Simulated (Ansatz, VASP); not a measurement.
TiO2: VASP beside Ansatz

The input POSCAR:

```
TiO2
1.0
    4.5941000000      0.0000000000      0.0000000000
    0.0000000000      4.5941000000      0.0000000000
    0.0000000000      0.0000000000      2.9589000000
Ti O
2 4
Direct
    0.0000000000      0.0000000000      0.0000000000
    0.5000000000      0.5000000000      0.5000000000
    0.3057000000      0.3057000000      0.0000000000
    0.1943000000      0.8057000000      0.5000000000
    0.6943000000      0.6943000000      0.0000000000
    0.8057000000      0.1943000000      0.5000000000
```

Contents of INCAR.step1:

```
SYSTEM = TiO2
  PREC = Accurate
  ENCUT = 520
  ISMEAR = -1
  SIGMA = 0.02
  LREAL = .False.
  LASPH = .True.
  NELM = 150
  ISPIN = 2
  MAGMOM = 1 1 0 0 0 0
  LMAXMIX = 4
  NBANDS = 37
  GGA = PE
  ALGO = Normal
  EDIFF = 1E-4
  LWAVE = .True.
  LCHARG = .False.
```

Contents of INCAR.step2:

```
SYSTEM = TiO2
  PREC = Accurate
  ENCUT = 520
  EDIFF = 1E-7
  ISMEAR = -1
  SIGMA = 0.02
  LREAL = .False.
  LASPH = .True.
  NELM = 150
  ALGO = Normal
  ISIF = 2
  LWAVE = .False.
  LCHARG = .False.
  ISPIN = 2
  MAGMOM = 1 1 0 0 0 0
  LORBIT = 11
  LMAXMIX = 4
  METAGGA = R2SCAN
  LMIXTAU = .True.
  NBANDS = 37
  ISTART = 1
```

Contents of KPOINTS:

```
regular mesh
0
Gamma
  4 4 7
  0 0 0
```

Input for Ansatz:

```yaml
crystal:
  lattice:
    - [4.5941, 0.0, 0.0]
    - [0.0, 4.5941, 0.0]
    - [0.0, 0.0, 2.9589]
  atoms:
    - { symbol: Ti, position: [0.0, 0.0, 0.0], spin: 1.0 }
    - { symbol: Ti, position: [0.5, 0.5, 0.5], spin: 1.0 }
    - { symbol: O, position: [0.3057, 0.3057, 0.0] }
    - { symbol: O, position: [0.1943, 0.8057, 0.5] }
    - { symbol: O, position: [0.6943, 0.6943, 0.0] }
    - { symbol: O, position: [0.8057, 0.1943, 0.5] }
magnetization:
  spin_polarized: true
hamiltonian:
  xc: r2scan
  pseudopotentials: { kind: paw }
basis:
  ecutwfc: 500
kpoints:
  mp_grid: { grid: [4, 4, 7] }
scf:
  occupations: { method: fermi_dirac, width: 0.02 }
  lower_state_search: "off"
output:
  forces: true
  stress: true
```

Alike in both runs: task single point; functional r2SCAN; k mesh 4 × 4 × 7; occupations fermi-dirac, width 0.02 eV; collinear spin.

|  | VASP | Ansatz |
| --- | --- | --- |
| version | VASP 6.6.1 | Ansatz 0.2.0 |
| potentials or method | VASP PAW PBE potentials, release 64 (Ti_sv, O), cutoff 520 eV | PAW, plane waves, scalar-relativistic |
| valence electrons in the cell | 48 | 48 |

VASP gave:

| Quantity | Value |
| --- | --- |
| pressure (GPa) | 1.4 |
| traceless stress, the component that is largest in VASP (GPa) | 0.06 |
| rms of the force components (eV/Å) | 0.086 |
| net moment per atom (μB) | 0.00 |

Q: What did Ansatz give for the same quantities?

A: Pressure (GPa): 0.1; traceless stress, the component that is largest in VASP (GPa): -0.44; rms of the force components (eV/Å): 0.069; net moment per atom (μB): 0.00.

VASP's potentials were made for PBE, not for r2SCAN. Atom by atom the forces differ by 0.017 eV/Å (rms over components). With one functional, cell and mesh, what is left measures potentials, basis and numerics. Ansatz's warnings: seeded moment not kept, stability check not made.
